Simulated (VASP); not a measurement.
Input of a VASP 6.6.1 run:

INCAR

```
  AGGAC = 1.0
  AGGAX = 1.0
  ALDAC = 0.0
  ALDAX = 1.0
  ALGO = Normal
  EDIFF = 1E-6
  ENCUT = 520
  GGA = B5
  ISIF = 2
  ISMEAR = -1
  IVDW = 12
  LASPH = T
  LCHARG = F
  LREAL = F
  LWAVE = F
  NBANDS = 11
  NELM = 100
  PREC = Accurate
  SIGMA = 0.05
  VDW_A1 = 0.4298
  VDW_A2 = 4.2359
  VDW_S6 = 1.0
  VDW_S8 = 2.6996
```

KPOINTS

```
k-points
0
Gamma
  13 13 13
```

File POSCAR:

```
C
1.0
    0.0000000000      1.7833700000      1.7833700000
    1.7833700000      0.0000000000      1.7833700000
    1.7833700000      1.7833700000      0.0000000000
C
2
Direct
    0.7500000000      0.7500000000      0.7500000000
    0.5000000000      0.5000000000      0.5000000000
```

Potentials or basis: VASP PAW PBE potentials, release 64 (C).

Command:

```sh
$ cat potpaw_PBE.64/C/POTCAR > POTCAR
$ mpirun -np 1 vasp_std > vasp.out
```

**Question.** What does it give for the band gap on the k mesh?

**Answer.** 4.47 eV, indirect (least direct gap 5.74 eV).

**Question.** What does it give for the dispersion energy per atom?

**Answer.** -0.369 eV.

**Question.** Predict the pressure.

**Answer.** 1.5 GPa.

Caveat: the PAW data sets were made with another functional, which shifts forces and pressure a little. BLYP gaps usually lie below the measured ones, often by a third to a half.
